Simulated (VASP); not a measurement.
Wanted: the native input for a VASP 6.6.1 run.

```
Task                   : single point
Functional             : PBE
Potentials or basis    : VASP PAW PBE potentials, release 64 (Sn_d, Ge_d, Se)
Cutoff                 : 520 eV
k mesh                 : 4 × 4 × 4
Occupations            : gaussian, width 0.1 eV
Spin                   : no spin polarisation
Dipole correction      : no
Further INCAR settings : ALGO = Normal; EDIFF = 1e-07; NBANDS = 50
```

The structure of Sn3GeSe4 lies in POSCAR:

```
Sn3GeSe4
1.0
   -3.0024257600      3.0024257600      6.0048515100
    3.0024257600     -3.0024257600      6.0048515100
    3.0024257600      3.0024257600     -6.0048515100
Sn Ge Se
3 1 4
Direct
    0.0000000000      0.0000000000      0.0000000000
    0.7500000000      0.2500000000      0.5000000000
    0.2500000000      0.7500000000      0.5000000000
    0.5000000000      0.5000000000      0.0000000000
    0.7500000000      0.7500000000      0.0000000000
    0.2500000000      0.2500000000      0.0000000000
    0.5000000000      0.0000000000      0.5000000000
    0.0000000000      0.5000000000      0.5000000000
```

One way to write it, as run:

INCAR

```
ALGO = Normal ; EDIFF = 1E-7
ENCUT = 520 ; GGA = PE
ISIF = 2 ; ISMEAR = 0
LASPH = True ; LCHARG = False
LREAL = False ; LWAVE = False
NBANDS = 50 ; NELM = 60
PREC = Accurate ; SIGMA = 0.1
```

KPOINTS

```
k-points
0
Gamma
  4 4 4
```

Potentials or basis: VASP PAW PBE potentials, release 64 (Sn_d, Ge_d, Se).

Launch:

```console
$ cat potpaw_PBE.64/Sn_d/POTCAR potpaw_PBE.64/Ge_d/POTCAR potpaw_PBE.64/Se/POTCAR > POTCAR
$ mpirun -np 1 vasp_std > vasp.out
```

It gave:

| Property | Result |
| --- | --- |
| Pressure | -1.0 GPa |
| Largest force | 0.320 eV/Å |
| Band gap on the k mesh | 0.20 eV, direct |

Caveat: spin-orbit coupling is left out, which moves the levels of the heavy elements.

Wall time 4 min on 1 thread of Intel Xeon 6975P-C, with other jobs on the host, peak memory 0.49 GiB.
